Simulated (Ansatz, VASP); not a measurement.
# ScAlN2: VASP beside Ansatz

```xyz
4
Lattice="1.5335 0.8854 4.9641 -1.5335 0.8854 4.9641 0.0000 -1.7707 4.9641" Properties=species:S:1:pos:R:3 pbc="T T T"
Sc    1.5335    0.8854    4.9641
Al    0.0000    0.0000    7.4461
N     0.0000    0.0000    3.6234
N     0.0000    0.0000   11.2688
```

Alike in both runs: task single point; functional r2SCAN; k mesh 8 × 8 × 8; no spin polarisation.

|  | VASP | Ansatz |
| --- | --- | --- |
| version | VASP 6.6.1 | Ansatz 0.2.0 |
| potentials or method | VASP PAW PBE potentials, release 64 (Sc_sv, Al, N) | plane waves, PAW |
| plane-wave cutoff (eV) | 520 | 500 |
| occupations | gaussian, width 0.01 eV | fixed |
| valence electrons in the cell | 24 | 24 |

```tsv
	VASP	Ansatz	Ansatz less VASP
gap on the k mesh at the Fermi level (eV)	1.22	1.22	0.000
pressure (GPa)	-5.9	-6.7	-0.81
traceless stress, the component that is largest in VASP (GPa)	0.10	-0.03	-0.125
rms of the force components (eV/Å)	0.024	0.022	-0.0019
```

VASP's potentials were made for PBE, not for r2SCAN. Atom by atom the forces differ by 0.047 eV/Å (rms over components).
